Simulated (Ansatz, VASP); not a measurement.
## TeAu2S3: VASP beside Ansatz

```
CELL_PARAMETERS angstrom
-2.71569 2.71569 4.85964
2.71569 -2.71569 4.85964
2.71569 2.71569 -4.85964
ATOMIC_POSITIONS crystal
Te 0.00000 0.00000 0.00000
S 0.75000 0.25000 0.50000
S 0.25000 0.75000 0.50000
S 0.50000 0.50000 0.00000
Au 0.50000 0.00000 0.50000
Au 0.00000 0.50000 0.50000
```

Alike in both runs: functional PBE; k mesh 3 × 3 × 3; occupations gaussian, width 0.15 eV; no spin polarisation.

Ansatz relaxed the structure, and its values are those at the end. VASP's run is a single point on that final structure, the one shown.

|  | VASP | Ansatz |
| --- | --- | --- |
| version | VASP 6.6.1 | Ansatz 0.2.0 |
| potentials or method | VASP PAW PBE potentials, release 64 (Te, S, Au), cutoff 500 eV | scalar-relativistic, plane waves, PAW |
| valence electrons in the cell | 46 | 72 |

Ansatz gave:

- gap on the k mesh at the Fermi level (eV): none
- pressure (GPa): 0.3

**Question.** Which values does VASP return?

**Answer.** gap on the k mesh at the Fermi level (eV): none; pressure (GPa): 0.0.

A gap of «none» marks a metal or a gap that the smearing closes. VASP's potentials hold 46 valence electrons a cell and Ansatz's 72, so a difference there can come from the potentials and not from the codes.

The k mesh is coarse, so the values compare programs but aren't converged. Spin-orbit coupling is off throughout.
